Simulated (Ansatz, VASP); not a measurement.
**C in VASP and in Ansatz**

POSCAR

```
C
1.0
    2.4559134450      0.0000000000      0.0000000000
   -1.2279567225      2.1268834329      0.0000000000
    0.0000000000      0.0000000000      7.0106290262
C
4
Direct
    1.0000000000      1.0000000000      0.2500000000
    0.0000000000      0.0000000000      0.7500000000
    0.3333333333      0.6666666667      0.2500000000
    0.6666666667      0.3333333333      0.7500000000
```

The input INCAR.step1:

```
  ALGO = Normal
  EDIFF = 1E-4
  ENCUT = 520
  GGA = PE
  ISMEAR = -1
  LASPH = T
  LCHARG = F
  LREAL = F
  LWAVE = T
  NBANDS = 16
  NELM = 100
  PREC = Accurate
  SIGMA = 0.6
```

INCAR.step2

```
  ALGO = Normal
  EDIFF = 1E-6
  ENCUT = 520
  ISIF = 2
  ISMEAR = -1
  ISTART = 1
  LASPH = T
  LCHARG = F
  LMIXTAU = T
  LREAL = F
  LWAVE = F
  METAGGA = R2SCAN
  NBANDS = 16
  NELM = 100
  PREC = Accurate
  SIGMA = 0.6
```

File KPOINTS:

```
k-points
0
Gamma
  15 15 5
```

Input for Ansatz:

```yaml
crystal:
  lattice:
    - [2.455913445, 0.0, 0.0]
    - [-1.2279567225, 2.1268834329, 0.0]
    - [0.0, 0.0, 7.0106290262]
  atoms:
    - { symbol: C, position: [1.0, 1.0, 0.25] }
    - { symbol: C, position: [0.0, 0.0, 0.75] }
    - { symbol: C, position: [0.3333333333, 0.6666666667, 0.25] }
    - { symbol: C, position: [0.6666666667, 0.3333333333, 0.75] }
hamiltonian:
  xc: r2scan
  pseudopotentials:
    kind: paw
    azcp:
      C: "pseudopotentials/C.paw.azcp"
basis:
  ecutwfc: 500
  fft_grid_basis: typed
kpoints:
  mp_grid: { grid: [15, 15, 5], shift: [0, 0, 0] }
magnetization:
  spin_polarized: false
scf:
  occupations: { method: fermi_dirac, width: 0.6 }
  lower_state_search: "off"
output:
  stress: true
  write_density: true
  write_potential: true
  elf: true
  volumetric_format: npy
```

Alike in both runs: task single point; functional r2SCAN; k mesh 15 × 15 × 5; occupations fermi-dirac, width 0.6 eV; no spin polarisation.

```csv
,VASP,Ansatz
version,VASP 6.6.1,Ansatz 0.2.0
potentials or method,"VASP PAW PBE potentials, release 64 (C), cutoff 520 eV","plane waves (500 eV) with PAW, scalar-relativistic"
valence electrons in the cell,16,16
```

```csv
,VASP,Ansatz,Ansatz less VASP
pressure (GPa),1.3,0.7,-0.65
"traceless stress, the component that is largest in VASP (GPa)",-1.38,-0.62,+0.758
```

VASP's potentials were made for PBE, not for r2SCAN. The functional is the same, so the differences come from potentials, cutoffs and numerics.
